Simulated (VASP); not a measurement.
# BaTiO3 (P4mm) in VASP: single point with PBE+U

Aim: the single point of BaTiO3 with PBE+U.

Program: VASP 6.6.1. These are calculated values, not measurements. Logs are shortened: lines on timing, memory, paths and dates and some standing lists are left out, and cuts for length are marked.

## (1) The cell of the first run

Symmetry: P4mm, No. 99, tetragonal system. The conventional cell has a = 4.003 Å, b = 4.003 Å, c = 4.150 Å, α = 90.00°, β = 90.00°, γ = 90.00°. Within 3.7 Å of Ba (site symmetry 4mm) lie 12 O at 2.81 to 2.96 Å and 8 Ti at 3.47 to 3.55 Å. Ti (site symmetry 4mm) has 6 O at 1.84 to 2.31 Å within 2.4 Å. O (site symmetry 4mm) has 2 Ti at 1.84 to 2.31 Å within 2.4 Å. O (site symmetry 2mm) has 2 Ti at 2.01 Å within 2.7 Å.

## (2) Single point, PBE+U, collinear spin, zero start

The input, INCAR:

```
ALGO     = Normal         # electronic algorithm
EDIFF    = 1E-6           # SCF threshold, eV
ENCUT    = 600            # plane-wave cutoff, eV
GGA      = PE             # functional
GGA_COMPAT= F            
ISIF     = 2              # what is computed and relaxed
ISMEAR   = 1              # smearing method
ISPIN    = 2              # spin polarisation
LASPH    = T              # aspherical terms in the spheres
LCHARG   = F              # write CHGCAR
LDAU     = T              # DFT+U
LDAUJ    = 0 0 0        
LDAUL    = -1 2 -1        # shell
LDAUPRINT= 1            
LDAUTYPE = 2            
LDAUU    = 0 2.66 0       # U, eV
LMAXMIX  = 4              # l up to which the mixer works
LORBIT   = 11             # projections on sites
LREAL    = F              # projectors in reciprocal space
LWAVE    = F              # write WAVECAR
MAGMOM   = 0 0 0 0 0 0 0 0 0 0 # initial moments
NBANDS   = 55             # bands
NELM     = 200            # most SCF steps
PREC     = Accurate       # precision mode
SIGMA    = 0.0286         # smearing width, eV
```

The input, KPOINTS:

```
k-points
0
Gamma
  5 5 5
```

The input, POSCAR:

```
BaTiO3
1.0
    4.0033726582      4.0033726582      0.0000000000
    0.0000000000      4.0033726582      4.1497317854
    4.0033726582      0.0000000000      4.1497317854
Ba Ti O
2 2 6
Direct
   -0.0089075841      0.0089075841      0.0089075841
    0.4910924159      0.5089075841      0.5089075841
    0.2333576217      0.2666423783      0.2666423783
    0.7333576217      0.7666423783      0.7666423783
    0.0118191660      0.4881808340      0.4881808340
    0.5118191660      0.9881808340      0.9881808340
    0.5036653982      0.4963346018     -0.0036653982
    1.0036653982     -0.0036653982      0.4963346018
    0.5036653982     -0.0036653982      0.4963346018
    1.0036653982      0.4963346018     -0.0036653982
```

Potentials or basis: VASP PAW PBE potentials, release 64 (Ba_sv, Ti_sv, O).

Started as:

```console
cat potpaw_PBE.64/Ba_sv/POTCAR potpaw_PBE.64/Ti_sv/POTCAR potpaw_PBE.64/O/POTCAR > POTCAR
mpirun -np 1 vasp_std > vasp.out
```

OUTCAR:

```text
EDIFF = 1E-6
   ENCUT = 600
   GGA = PE
   ISIF = 2
   ISMEAR = 1
   ISPIN = 2
   LASPH = T
   LORBIT = 11
   LREAL = F
   NELM = 200
   PREC = Accurate

 ion  position               nearest neighbor table
   1  0.991  0.009  0.009-   7 2.81   8 2.81   9 2.81  10 2.81   6 2.84   6 2.84   5 2.84   5 2.84
                             7 2.96   8 2.96   9 2.96  10 2.96   4 3.47   3 3.47   3 3.47   4 3.47
   2  0.491  0.509  0.509-   7 2.81   8 2.81   9 2.81  10 2.81   5 2.84   5 2.84   6 2.84   6 2.84
                             8 2.96   7 2.96  10 2.96   9 2.96   3 3.47   4 3.47   4 3.47   3 3.47
   3  0.233  0.267  0.267-   5 1.84   7 2.01   8 2.01   9 2.01  10 2.01   6 2.31   1 3.47   1 3.47
                             2 3.47   2 3.47   1 3.55   2 3.55   2 3.55   1 3.55
   4  0.733  0.767  0.767-   6 1.84   7 2.01   8 2.01   9 2.01  10 2.01   5 2.31   2 3.47   2 3.47
                             1 3.47   1 3.47   2 3.55   1 3.55   1 3.55   2 3.55
   5  0.012  0.488  0.488-   3 1.84   4 2.31   2 2.84   1 2.84   1 2.84   2 2.84
   6  0.512  0.988  0.988-   4 1.84   3 2.31   1 2.84   2 2.84   2 2.84   1 2.84
   7  0.504  0.496  0.996-   3 2.01   4 2.01   1 2.81   2 2.81   2 2.96   1 2.96
   8  0.004  0.996  0.496-   3 2.01   4 2.01   1 2.81   2 2.81   1 2.96   2 2.96
   9  0.504  0.996  0.496-   3 2.01   4 2.01   1 2.81   2 2.81   2 2.96   1 2.96
  10  0.004  0.496  0.996-   3 2.01   4 2.01   1 2.81   2 2.81   1 2.96   2 2.96

  LATTYP: Found a body centered tetragonal cell.
 ALAT       =     5.6616239085
 C/A-ratio  =     1.4659157346

  Lattice vectors:

 A1 = (   0.0000000000,   4.0033726582,   4.1497317854)
 A2 = (   0.0000000000,  -4.0033726582,   4.1497317854)
 A3 = (   4.0033726582,   0.0000000000,  -4.1497317854)

Analysis of symmetry for initial positions (statically):
=====================================================================
 Subroutine PRICEL returns following result:

  LATTYP: Found a simple tetragonal cell.
 ALAT       =     4.0033726582
 C/A-ratio  =     1.0365589566
[... 12 lines left out ...]
 Subroutine GETGRP returns: Found  8 space group operations
 (whereof  8 operations were pure point group operations)
 out of a pool of 16 trial point group operations.

The static configuration has the point symmetry C_4v.

Analysis of symmetry for dynamics (positions and initial velocities):
=====================================================================
 Subroutine PRICEL returns following result:

  LATTYP: Found a simple tetragonal cell.
 ALAT       =     4.0033726582
 C/A-ratio  =     1.0365589566
[... 12 lines left out ...]
 Subroutine GETGRP returns: Found  8 space group operations
 (whereof  8 operations were pure point group operations)
 out of a pool of 16 trial point group operations.

The dynamic configuration has the point symmetry C_4v.

Analysis of structural, dynamic, and magnetic symmetry:
=====================================================================
 Subroutine PRICEL returns following result:

  LATTYP: Found a simple tetragonal cell.
 ALAT       =     4.0033726582
 C/A-ratio  =     1.0365589566
[... 12 lines left out ...]
 Subroutine GETGRP returns: Found  8 space group operations
 (whereof  8 operations were pure point group operations)
 out of a pool of 16 trial point group operations.

The overall configuration has the point symmetry C_4v.

 Subroutine INISYM returns: Found  8 space group operations
 (whereof  8 operations are pure point group operations),
 and found     2 'primitive' translations

----------------------------------------------------------------------------------------

                                     Primitive cell

  volume of cell :      66.5077

  direct lattice vectors                    reciprocal lattice vectors
     0.000000000  4.003372658  0.000000000     0.000000000  0.249789386  0.000000000
    -4.003372658  0.000000000  0.000000000    -0.249789386  0.000000000  0.000000000
     0.000000000  0.000000000  4.149731785     0.000000000  0.000000000  0.240979430

  length of vectors
     4.003372658  4.003372658  4.149731785     0.249789386  0.249789386  0.240979430

  position of ions in fractional coordinates (direct lattice)
     0.000000000  0.000000000  0.017815168
     0.500000000  0.500000000  0.533284757
     0.500000000  0.500000000  0.976361668
     0.000000000  0.500000000  0.492669204
     0.500000000  0.000000000  0.492669204

  ion indices of the primitive-cell ions
[... 144 lines left out ...]
  o =  0.2344  v =  0.0000  0.0000  0.0000  0.0000  0.0000  0.0000 -0.0000 -0.0000 -0.0000 -1.0000      0.0000  0.0000  0.0000  0.0000  0.0000  0.0000  0.0000  0.0000  0.0000  0.0000
  o =  0.2344  v =  0.0000  0.0000 -0.0000 -0.0000 -1.0000  0.0000  0.0000  0.0000  0.0000  0.0000      0.0000  0.0000  0.0000  0.0000  0.0000  0.0000  0.0000  0.0000  0.0000  0.0000
  o =  0.2522  v =  0.0000 -0.0000  1.0000 -0.0000 -0.0000  0.0000  0.0000  0.0000  0.0000  0.0000      0.0000  0.0000  0.0000  0.0000  0.0000  0.0000  0.0000  0.0000  0.0000  0.0000
  o =  0.2522  v =  0.0000  0.0000  0.0000  0.0000  0.0000  0.0000  0.0000  1.0000  0.0000 -0.0000      0.0000  0.0000  0.0000  0.0000  0.0000  0.0000  0.0000  0.0000  0.0000  0.0000

atom =   4  type =  2  l = 2

 onsite density matrix

spin component  1

  0.1072  0.0000  0.0000 -0.0000 -0.0000
  0.0000  0.1209 -0.0000 -0.0000 -0.0000
  0.0000 -0.0000  0.2522 -0.0000 -0.0000
 -0.0000 -0.0000 -0.0000  0.1209 -0.0000
 -0.0000 -0.0000 -0.0000 -0.0000  0.2344

spin component  2

  0.1072  0.0000  0.0000 -0.0000 -0.0000
  0.0000  0.1209 -0.0000 -0.0000 -0.0000
  0.0000 -0.0000  0.2522 -0.0000 -0.0000
 -0.0000 -0.0000 -0.0000  0.1209 -0.0000
 -0.0000 -0.0000 -0.0000 -0.0000  0.2344

 occupancies and eigenvectors

  o =  0.1072  v =  0.0000  0.0000  0.0000  0.0000  0.0000  1.0000  0.0000  0.0000  0.0000  0.0000      0.0000  0.0000  0.0000  0.0000  0.0000  0.0000  0.0000  0.0000  0.0000  0.0000
  o =  0.1072  v =  1.0000  0.0000  0.0000  0.0000  0.0000  0.0000  0.0000  0.0000  0.0000  0.0000      0.0000  0.0000  0.0000  0.0000  0.0000  0.0000  0.0000  0.0000  0.0000  0.0000
  o =  0.1209  v =  0.0000  0.9778  0.0000 -0.2095 -0.0000  0.0000  0.0000  0.0000  0.0000  0.0000      0.0000  0.0000  0.0000  0.0000  0.0000  0.0000  0.0000  0.0000  0.0000  0.0000
  o =  0.1209  v =  0.0000  0.2095  0.0000  0.9778 -0.0000  0.0000  0.0000  0.0000  0.0000  0.0000      0.0000  0.0000  0.0000  0.0000  0.0000  0.0000  0.0000  0.0000  0.0000  0.0000
  o =  0.1209  v =  0.0000  0.0000  0.0000  0.0000  0.0000  0.0000  0.2532  0.0000  0.9674  0.0000      0.0000  0.0000  0.0000  0.0000  0.0000  0.0000  0.0000  0.0000  0.0000  0.0000
  o =  0.1209  v =  0.0000  0.0000  0.0000  0.0000  0.0000  0.0000  0.9674  0.0000 -0.2532 -0.0000      0.0000  0.0000  0.0000  0.0000  0.0000  0.0000  0.0000  0.0000  0.0000  0.0000
  o =  0.2344  v =  0.0000  0.0000  0.0000  0.0000  0.0000  0.0000 -0.0000  0.0000 -0.0000  1.0000      0.0000  0.0000  0.0000  0.0000  0.0000  0.0000  0.0000  0.0000  0.0000  0.0000
  o =  0.2344  v =  0.0000  0.0000  0.0000  0.0000  1.0000  0.0000  0.0000  0.0000  0.0000  0.0000      0.0000  0.0000  0.0000  0.0000  0.0000  0.0000  0.0000  0.0000  0.0000  0.0000
  o =  0.2522  v =  0.0000 -0.0000  1.0000  0.0000 -0.0000  0.0000  0.0000  0.0000  0.0000  0.0000      0.0000  0.0000  0.0000  0.0000  0.0000  0.0000  0.0000  0.0000  0.0000  0.0000
  o =  0.2522  v =  0.0000  0.0000  0.0000  0.0000  0.0000  0.0000  0.0000  1.0000 -0.0000 -0.0000      0.0000  0.0000  0.0000  0.0000  0.0000  0.0000  0.0000  0.0000  0.0000  0.0000

 number of electron      80.0000003 magnetization       0.0000002

 Free energy of the ion-electron system (eV)
  ---------------------------------------------------
  ext. energy  EPLUGINS =         0.00000000
  ---------------------------------------------------
  free energy    TOTEN  =       -76.39566234 eV

  energy without entropy =      -76.39566234  energy(sigma->0) =      -76.39566234

 E-fermi :   3.9712     XC(G=0): -11.0547

 val. band max:        3.7934630669   @ k =   0.0000   0.0000   0.0000
 cond. band min:       5.8744959263   @ k =   0.0000   0.0000   0.0000
 fundamental gap:      2.0810328594
 Fermi energy:         3.9711695964

 spin component 1

 k-point     1 :       0.0000    0.0000    0.0000
  band No.  band energies     occupation
      1     -53.5976      1.00000
      2     -53.5952      1.00000
      3     -29.8816      1.00000
      4     -29.8566      1.00000
      5     -29.8052      1.00000
      6     -29.8052      1.00000
[... 979 lines left out ...]
     51      10.9018      0.00000
     52      11.1662      0.00000
 Fermi energy:         3.9711695964

 spin component 2

 k-point     1 :       0.0000    0.0000    0.0000
  band No.  band energies     occupation
      1     -53.5976      1.00000
      2     -53.5952      1.00000
      3     -29.8816      1.00000
      4     -29.8566      1.00000
      5     -29.8052      1.00000
      6     -29.8052      1.00000
[... 979 lines left out ...]
     51      10.9018      0.00000
     52      11.1662      0.00000
 [bands above 52 left out]

------------------------ aborting loop because EDIFF is reached ----------------------------------------

  FORCE on cell =-STRESS in cart. coord.  units (eV):
  Direction    XX          YY          ZZ          XY          YZ          ZX
  --------------------------------------------------------------------------------------
  -------------------------------------------------------------------------------------
  Total        2.0915680      2.0915680      2.4991999      0.0000000      0.0000000     -0.0000000
  in kB       25.1930368     25.1930368     30.1029821      0.0000000      0.0000000     -0.0000000
  external PRESSURE =      26.8296852 kB  Pullay stress =       0.0000000 kB

 VOLUME and BASIS-vectors are now :
 -----------------------------------------------------------------------------
  energy-cutoff  :      600.00
  volume of cell :      133.02
      direct lattice vectors                 reciprocal lattice vectors
     4.003372658  4.003372658  0.000000000     0.124894693  0.124894693 -0.120489715
     0.000000000  4.003372658  4.149731785    -0.124894693  0.124894693  0.120489715
     4.003372658  0.000000000  4.149731785     0.124894693 -0.124894693  0.120489715

 POSITION                                       TOTAL-FORCE (eV/Angst)
 -----------------------------------------------------------------------------------
      4.00337      4.00337      0.07393         0.000000      0.000000     -0.047621
      4.00337      4.00337      4.22366         0.000000      0.000000     -0.047621
      2.00169      2.00169      2.21299         0.000000      0.000000     -0.420805
      6.00506      6.00506      6.36272         0.000000      0.000000     -0.420805
      2.00169      2.00169      4.05164         0.000000      0.000000      0.432659
      6.00506      6.00506      8.20137         0.000000      0.000000      0.432659
      6.00506      4.00337      6.19418         0.000000      0.000000      0.017884
      2.00169      4.00337      6.19418         0.000000      0.000000      0.017884
      4.00337      6.00506      6.19418         0.000000      0.000000      0.017884
      4.00337      2.00169      6.19418         0.000000      0.000000      0.017884
 -----------------------------------------------------------------------------------
    total drift:                                0.000002      0.000002     -0.001104

  FREE ENERGIE OF THE ION-ELECTRON SYSTEM (eV)
  ---------------------------------------------------
  free  energy   TOTEN  =       -76.3956623388 eV

  energy  without entropy=      -76.3956623388  energy(sigma->0) =      -76.39566234

 total charge

# of ion       s       p       d       tot
------------------------------------------
    1        2.006   5.647   0.312   7.965
    2        2.006   5.647   0.312   7.965
    3        2.220   6.268   1.644  10.132
    4        2.220   6.268   1.644  10.132
    5        1.564   3.469   0.000   5.033
    6        1.564   3.469   0.000   5.033
    7        1.558   3.473   0.000   5.031
    8        1.558   3.473   0.000   5.031
    9        1.558   3.473   0.000   5.031
   10        1.558   3.473   0.000   5.031
--------------------------------------------------
tot         17.812  44.659   3.912  66.383

 magnetization (x)

# of ion       s       p       d       tot
------------------------------------------
    1       -0.000   0.000   0.000  -0.000
    2       -0.000   0.000   0.000  -0.000
    3       -0.000   0.000   0.000   0.000
    4       -0.000   0.000   0.000   0.000
    5       -0.000   0.000   0.000  -0.000
    6       -0.000   0.000   0.000  -0.000
    7       -0.000  -0.000   0.000  -0.000
    8       -0.000  -0.000   0.000  -0.000
    9       -0.000  -0.000   0.000  -0.000
   10       -0.000  -0.000   0.000  -0.000
--------------------------------------------------
tot         -0.000  -0.000   0.000  -0.000
```

Wall time 5.8 min (1 thread of Intel Xeon Platinum 8488C (Sapphire Rapids), shared host); peak memory 0.55 GiB.

What came out:

```yaml
Free_energy: -76.3957 eV
Pressure: 2.7 GPa
Largest_force: 0.433 eV/Å
Band_gap_on_the_k_mesh: 2.08 eV
Net_moment: 0.00 μB per cell
Valence_electrons_inside_the_program's_atomic_spheres: Ba 7.96; Ti 10.13; O 5.03
```

Forces in eV/Å, atoms in the order of the input:
```
Ba   0.000  0.000 -0.048
Ba   0.000  0.000 -0.048
Ti   0.000  0.000 -0.421
Ti   0.000  0.000 -0.421
O    0.000  0.000  0.433
O    0.000  0.000  0.433
O    0.000  0.000  0.018
O    0.000  0.000  0.018
O    0.000  0.000  0.018
O    0.000  0.000  0.018
```

Levels at points of the mesh, in eV from the valence-band top:
Spin up:
```
           k point  band 37  band 38  band 39  band 40  band 41  band 42  band 43  band 44
(0.00, 0.00, 0.00)    -0.51    -0.32    -0.32     0.00     2.08     2.49     2.49     3.96
```
Spin down:
| k point | band 36 | band 37 | band 38 | band 39 | band 40 | band 41 | band 42 | band 43 | band 44 | band 45 |
| --- | --- | --- | --- | --- | --- | --- | --- | --- | --- | --- |
| (0.00, 0.00, 0.00) | -0.51 | -0.51 | -0.32 | -0.32 | 0.00 | 2.08 | 2.49 | 2.49 | 3.96 | 4.07 |

Eigenvalues of the final occupation matrices:
```csv
site,spin,trace,eigenvalues
site 3 d,1,0.84,0.11 0.12 0.12 0.23 0.25
site 3 d,2,0.84,0.11 0.12 0.12 0.23 0.25
site 4 d,1,0.84,0.11 0.12 0.12 0.23 0.25
site 4 d,2,0.84,0.11 0.12 0.12 0.23 0.25
```

Caveat: spin-orbit coupling is left out, which moves the levels of the heavy elements; an odd mesh through Γ misses points on the zone boundary, where band edges can lie.
